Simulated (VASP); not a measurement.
The system is SnAs2Se.

```
Sn As Se
1.0
     3.54466    0.00000    0.00000
    -1.77233    3.06977    0.00000
     0.00000    0.00000   15.48426
Sn As Se
2 4 2
Direct
  0.33333 0.66667 0.75000
  0.66667 0.33333 0.25000
  0.33333 0.66667 0.08555
  0.66667 0.33333 0.58555
  0.66667 0.33333 0.91445
  0.33333 0.66667 0.41445
  0.00000 0.00000 0.50000
  0.00000 0.00000 0.00000
```

The cell was generated, and may not be a known phase.

| Item | Value |
| --- | --- |
| Program | VASP 6.6.1 |
| Task | relaxation of cell and atoms |
| Functional | PBE |
| Potentials or basis | VASP PAW PBE potentials, release 64 (Sn_d, As, Se) |
| Cutoff | 600 eV |
| k mesh | 6 × 6 × 1 |
| Occupations | gaussian, width 0.1 eV |
| Spin | no spin polarisation |

At the start: pressure 17.0 GPa; volume 21.06 Å³/atom.

Task: How do energy, volume and symmetry change on relaxing?

Result: Over 19 steps the energy falls by 543.8 meV/atom and the volume is 23.17 Å³/atom (+10.0 %); space group P6_3/mmc (No. 194, to 0.1 Å) before and after.

Step by step:
```
step  energy change (eV)  largest force (eV/Å)  pressure (GPa)  volume (Å³)
   1              0.0000                3.9785           17.02       168.49
   2             -2.2424                0.3613           -6.67       229.14
   3             -2.6972                1.1455           -2.48       207.77
   4             -2.6975                1.1834           -2.25       206.93
   5             -3.0698                1.0880           -1.68       200.07
   6             -3.8494                0.7825            1.83       180.37
   7             -0.5526                2.7496           30.68       144.67
   8             -3.7695                0.9228            3.27       177.32
   9             -3.4366                0.1283           11.36       161.52
  10             -3.7925                0.7747            4.94       173.10
  11             -3.9936                0.3682            3.51       175.43
  12             -4.1212                0.0749            1.66       179.23
  13             -4.1280                0.2183            1.28       180.33
  14             -4.1904                0.1615            0.39       182.86
  15             -4.2623                0.0080           -1.94       190.43
  16             -4.3096                0.0009           -1.56       189.06
  17             -4.3450                0.0334           -0.69       186.78
  18             -4.3450                0.0323           -0.73       186.87
  19             -4.3505                0.0277           -0.22       185.33
```

Final structure:
```cif
data_structure
_symmetry_space_group_name_H-M 'P 1'
_symmetry_Int_Tables_number 1
_cell_length_a 3.8937
_cell_length_b 3.8937
_cell_length_c 14.1153
_cell_angle_alpha 90.000
_cell_angle_beta 90.000
_cell_angle_gamma 120.000
_cell_volume 185.33
loop_
_atom_site_label
_atom_site_type_symbol
_atom_site_fract_x
_atom_site_fract_y
_atom_site_fract_z
_atom_site_occupancy
Sn1 Sn 0.33333 0.66667 0.75000 1
Sn2 Sn 0.66667 0.33333 0.25000 1
As1 As 0.33333 0.66667 0.12038 1
As2 As 0.66667 0.33333 0.62038 1
As3 As 0.66667 0.33333 0.87962 1
As4 As 0.33333 0.66667 0.37962 1
Se1 Se 0.00000 0.00000 0.50000 1
Se2 Se 0.00000 0.00000 0.00000 1
```

Caveat: the k points lie up to 0.45 Å⁻¹ apart in the final cell, too coarse for converged energies and pressures of a metal.
